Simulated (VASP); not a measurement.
# Os in VASP: notebook

The runs below take Os through electric field gradients, with PBE.

Everything below comes from runs of VASP 6.6.1. Logs are shortened: lines on timing, memory, paths and dates and some standing lists are left out, and cuts for length are marked.

## (1) The cell of the first run

It takes space group I4/mmm (No. 139, tetragonal). Conventional cell: a = 2.724 Å, b = 2.724 Å, c = 3.968 Å, α = 90.00°, β = 90.00°, γ = 90.00°. Within 3.6 Å of Os (site symmetry 4/mmm) lie 12 Os at 2.72 to 2.76 Å.

## (2) Electric field gradients, PBE (z stretched by +2 % at fixed volume)

Contents of INCAR:

```
ALGO = Normal
EDIFF = 1E-8
ENCUT = 520
GGA = PE
GGA_COMPAT = False
ISIF = 2
ISMEAR = -1
LASPH = True
LCHARG = False
LEFG = True
LREAL = False
LWAVE = False
NBANDS = 10
NELM = 120
PREC = Accurate
SIGMA = 0.03
```

Contents of KPOINTS:

```
k-points
0
Gamma
  14 14 14
```

Contents of POSCAR:

```
Os
1.0
    0.0000000000      1.9258369711      1.9839000000
    1.9258369711      0.0000000000      1.9839000000
    1.9258369711      1.9258369711      0.0000000000
Os
1
Direct
    0.0000000000      0.0000000000      0.0000000000
```

Potentials or basis: VASP PAW PBE potentials, release 64 (Os).

On the command line:

```console
$ cat potpaw_PBE.64/Os/POTCAR > POTCAR
$ mpirun -np 1 vasp_std > vasp.out
```

OUTCAR:

```text
EDIFF = 1E-8
   ENCUT = 520
   GGA = PE
   ISIF = 2
   ISMEAR = -1
   LASPH = True
   LREAL = False
   NELM = 120
   PREC = Accurate

 ion  position               nearest neighbor table
   1  0.000  0.000  0.000-

  LATTYP: Found a body centered tetragonal cell.
 ALAT       =     2.7235447634
 C/A-ratio  =     1.4568513994

  Lattice vectors:

 A1 = (  -1.9258369711,   0.0000000000,   1.9839000000)
 A2 = (   1.9258369711,   0.0000000000,   1.9839000000)
 A3 = (   0.0000000000,   1.9258369711,  -1.9839000000)

Analysis of symmetry for initial positions (statically):
=====================================================================
 Subroutine PRICEL returns:
 Original cell was already a primitive cell.

 Routine SETGRP: Setting up the symmetry group for a
 body centered tetragonal supercell.

 Subroutine GETGRP returns: Found 16 space group operations
 (whereof 16 operations were pure point group operations)
 out of a pool of 16 trial point group operations.

The static configuration has the point symmetry D_4h.

Analysis of symmetry for dynamics (positions and initial velocities):
=====================================================================
 Subroutine PRICEL returns:
 Original cell was already a primitive cell.

 Routine SETGRP: Setting up the symmetry group for a
 body centered tetragonal supercell.

 Subroutine GETGRP returns: Found 16 space group operations
 (whereof 16 operations were pure point group operations)
 out of a pool of 16 trial point group operations.

The dynamic configuration has the point symmetry D_4h.

 Subroutine INISYM returns: Found 16 space group operations
 (whereof 16 operations are pure point group operations),
 and found     1 'primitive' translations

----------------------------------------------------------------------------------------

                                     Primitive cell

  volume of cell :      14.7160

  direct lattice vectors                    reciprocal lattice vectors
     0.000000000  1.925836971  1.983900000    -0.259627376  0.259627376  0.252028832
     1.925836971  0.000000000  1.983900000     0.259627376 -0.259627376  0.252028832
     1.925836971  1.925836971  0.000000000     0.259627376  0.259627376 -0.252028832

  length of vectors
     2.764906373  2.764906373  2.723544763     0.445344003  0.445344003  0.445344003

  position of ions in fractional coordinates (direct lattice)
     0.000000000  0.000000000  0.000000000

  ion indices of the primitive-cell ions
   primitive index   ion index
                 1           1

----------------------------------------------------------------------------------------

 KPOINTS: k-points

Automatic generation of k-mesh.
 Grid dimensions read from file:
 generate k-points for:   14   14   14

 Generating k-lattice:

  Cartesian coordinates                     Fractional coordinates (reciprocal lattice)
    -0.018544813  0.018544813  0.018002059     0.071428571 -0.000000000  0.000000000
     0.018544813 -0.018544813  0.018002059    -0.000000000  0.071428571  0.000000000
     0.018544813  0.018544813 -0.018002059     0.000000000  0.000000000  0.071428571

  Length of vectors
     0.031810286  0.031810286  0.031810286

  Shift w.r.t. Gamma in fractional coordinates (k-lattice)
     0.000000000  0.000000000  0.000000000

 Subroutine IBZKPT returns following result:
 ===========================================

 Found    244 irreducible k-points:

 Following reciprocal coordinates:
            Coordinates               Weight
  0.000000  0.000000  0.000000      1.000000
  0.071429 -0.000000  0.000000      8.000000
  0.142857 -0.000000  0.000000      8.000000
  0.214286 -0.000000  0.000000      8.000000
  0.285714  0.000000  0.000000      8.000000
  0.357143 -0.000000  0.000000      8.000000
[... 16 lines left out ...]
  0.214286  0.142857  0.000000      8.000000
  0.285714  0.142857  0.000000      8.000000
 [... further k-points ...]
   k-points           NKPTS =    244   k-points in BZ     NKDIM =    244   number of bands    NBANDS=     10
   number of dos      NEDOS =    301   number of ions     NIONS =      1
   total plane-waves  NPLWV =  11520
   dimension x,y,z NGX =    24 NGY =   24 NGZ =   20
   dimension x,y,z NGXF=    48 NGYF=   48 NGZF=   40
   ions per type =               1
   NGX,Y,Z   is equivalent  to a cutoff of  14.43, 14.43, 12.21 a.u.
   NGXF,Y,Z  is equivalent  to a cutoff of  28.86, 28.86, 24.42 a.u.
 SYSTEM =  unknown system
   PREC   = accura    normal or accurate (medium, high low for compatibility)
   ISTART =      0    job   : 0-new  1-cont  2-samecut
   ICHARG =      2    charge: 1-file 2-atom 10-const
   ISPIN  =      1    spin polarized calculation?
   LNONCOLLINEAR =      F non collinear calculations
   LSORBIT =      F    spin-orbit coupling
   LASPH  =      T    aspherical Exc in radial PAW
   ENCUT  =  520.0 eV  38.22 Ry    6.18 a.u.   5.14  5.14  5.06*2*pi/ulx,y,z
   NELM   =    120;   NELMIN=  2; NELMDL= -5     # of ELM steps
   EDIFF  = 0.1E-07   stopping-criterion for ELM
   LREAL  =      F    real-space projection
   EDIFFG = 0.1E-06   stopping-criterion for IOM
   NSW    =      0    number of steps for IOM
   IBRION =     -1    ionic relax: 0-MD 1-quasi-New 2-CG
   NFREE  =      0    steps in history (QN), initial steepest desc. (CG)
   ISIF   =      2    stress and relaxation
   ISYM   =      2    0-nonsym 1-usesym 2-fastsym
   POTIM  = 0.5000    time-step for ionic-motion
   TEBEG  =    0.0;   TEEND  =   0.0 temperature during run
   PSTRESS=    0.0 pullay stress
   NELECT =       8.0000    total number of electrons
   NUPDOWN=      -1.0000    fix difference up-down
   EMIN   =  10.00;   EMAX   =-10.00  energy-range for DOS
   EFERMI =   0.00;   METHOD = LEGACY
   ISMEAR =    -1;   SIGMA  =   0.03  broadening in eV -4-tet -1-fermi 0-gaus
   EFERMI_NEDOS =   21; number of points for ismear=-14 and -15
   IALGO  =     38    algorithm
   IMIX   =      4    mixing-type and parameters
     AMIX     =   0.40;   BMIX     =  1.00
     AMIX_MAG =   1.60;   BMIX_MAG =  1.00
  volume/ion in A,a.u.               =      14.72        99.31
  Fermi-wavevector in a.u.,A,eV,Ry     =   1.336109  2.524880 24.288947  1.785187
  Thomas-Fermi vector in A             =   2.464761
   LORBIT       =      0    0 simple, 1 ext, 2 COOP (PROOUT), +10 PAW based schemes
   GGA     = PE    functional components
   LHFCALC =     F    Hartree Fock is set to
   AEXX    =    0.0000 exact exchange contribution
   IVDW    =     0    specifies the selected vdW correction
   LEPSILON=     F    determine dielectric tensor
   LRPA    =     F    only Hartree local field effects (RPA)
 non-spin polarized calculation
  energy-cutoff  :      520.00
  volume of cell :       14.72
 maximum number of plane-waves:       405
 NGX is ok and might be reduce to    24
   NGX = 11   NGY = 11   NGZ = 11

 number of electron       8.0000000 magnetization

 Free energy of the ion-electron system (eV)
  ---------------------------------------------------
  ext. energy  EPLUGINS =         0.00000000
  ---------------------------------------------------
  free energy    TOTEN  =       -11.08571135 eV

  energy without entropy =      -11.08160167  energy(sigma->0) =      -11.08365651

 E-fermi :   8.5602     XC(G=0): -13.7653

 val. band max:        8.5536430652   @ k =   0.4286  -0.0000   0.2857
 cond. band min:       8.5649180699   @ k =   0.3571   0.2857   0.0714
 fundamental gap:      0.0112750047
 Fermi energy:         8.5601931800

 k-point     1 :       0.0000    0.0000    0.0000
  band No.  band energies     occupation
      1      -1.7710      2.00000
      2       5.5446      2.00000
      3       5.9567      2.00000
      4       5.9567      2.00000
      5       8.3573      1.99769
      6       8.8891      0.00003
      7      22.8985      0.00000
      8      27.7822      0.00000
      9      28.7203      0.00000
     10      28.7203      0.00000

 k-point     2 :       0.0714   -0.0000    0.0000
  band No.  band energies     occupation
      1      -1.5454      2.00000
      2       5.5484      2.00000
      3       5.9195      2.00000
      4       6.0578      2.00000
      5       8.3016      1.99964
      6       8.8071      0.00053
      7      23.3102      0.00000
      8      27.2107      0.00000
      9      28.5479      0.00000
     10      29.1200      0.00000
[... 274 lines left out ...]
 k-point    24 :       0.2857    0.1429    0.0000
  band No.  band energies     occupation
      1       0.9126      2.00000
      2       4.2834      2.00000
      3       5.9758      2.00000
      4       7.1405      2.00000
      5       8.3393      1.99873
      6       9.7133      0.00000
      7      23.9428      0.00000
      8      26.6865      0.00000
      9      29.0571      0.00000
     10      29.5360      0.00000

 [... further k-points ...]

------------------------ aborting loop because EDIFF is reached ----------------------------------------

  FORCE on cell =-STRESS in cart. coord.  units (eV):
  Direction    XX          YY          ZZ          XY          YZ          ZX
  --------------------------------------------------------------------------------------
  -------------------------------------------------------------------------------------
  Total       -0.6237594     -0.6237594     -1.3983560      0.0000000      0.0000000     -0.0000000
  in kB      -67.9108075    -67.9108075   -152.2437714      0.0000000      0.0000000     -0.0000000
  external PRESSURE =     -96.0217955 kB  Pullay stress =       0.0000000 kB

 VOLUME and BASIS-vectors are now :
 -----------------------------------------------------------------------------
  energy-cutoff  :      520.00
  volume of cell :       14.72
      direct lattice vectors                 reciprocal lattice vectors
     0.000000000  1.925836971  1.983900000    -0.259627376  0.259627376  0.252028832
     1.925836971  0.000000000  1.983900000     0.259627376 -0.259627376  0.252028832
     1.925836971  1.925836971  0.000000000     0.259627376  0.259627376 -0.252028832

 POSITION                                       TOTAL-FORCE (eV/Angst)
 -----------------------------------------------------------------------------------
      0.00000      0.00000      0.00000        -0.000000      0.000000      0.000000
 -----------------------------------------------------------------------------------
    total drift:                                0.000000      0.000000     -0.000000

  FREE ENERGIE OF THE ION-ELECTRON SYSTEM (eV)
  ---------------------------------------------------
  free  energy   TOTEN  =       -11.0857113543 eV

  energy  without entropy=      -11.0816016685  energy(sigma->0) =      -11.08365651

 Electric field gradients (V/A^2)
---------------------------------------------------------------------
 ion       V_xx      V_yy      V_zz      V_xy      V_xz      V_yz
---------------------------------------------------------------------
   1      -3.765    -3.765     7.531    -0.000     0.000     0.000
---------------------------------------------------------------------

 Electric field gradients after diagonalization (V/A^2)
 (convention: |V_zz| > |V_xx| > |V_yy|)
----------------------------------------------------------------------
 ion       V_xx      V_yy      V_zz     asymmetry (V_yy - V_xx)/ V_zz
----------------------------------------------------------------------
   1      -3.766    -3.765     7.531       0.000
----------------------------------------------------------------------

           NMR quadrupolar parameters

 Cq : quadrupolar parameter    Cq=e*Q*V_zz/h
 eta: asymmetry parameters     (V_yy - V_xx)/ V_zz
 Q  : nuclear electric quadrupole moment in mb (millibarn)
----------------------------------------------------------------------
 ion       Cq(MHz)       eta       Q (mb)
----------------------------------------------------------------------
   1       0.018       0.000       1.000
----------------------------------------------------------------------
```

It took 20 s on 1 thread of Intel Xeon Platinum 8375C at 2.90GHz (Ice Lake), shared host; peak memory 0.16 GiB.

What came out:

```
Free energy                             : -11.0857 eV
Pressure                                : -9.6 GPa
Band gap on the k mesh                  : zero (bands 4 and 5 overlap by 3.72 eV)
Largest electric field gradient by atom : Os +7.5 V/Å²
```

Stress tensor (GPa, compression positive):
```
 -6.79   0.00   0.00
  0.00  -6.79   0.00
  0.00   0.00 -15.22
```

Electric field gradients, principal values (V/Å²):
| atom | least | middle | greatest (by size) |
| --- | --- | --- | --- |
| 1 Os | -3.765 | -3.766 | 7.531 |

Caveat: the stress differs along the axes, from -15 to -7 GPa; without QUAD_EFG the Cq values of the log hold for a quadrupole moment of 1 mb, not for the nuclei; spin-orbit coupling is left out, which moves the levels of the heavy elements.

(Part 1 of 2 ends here.)
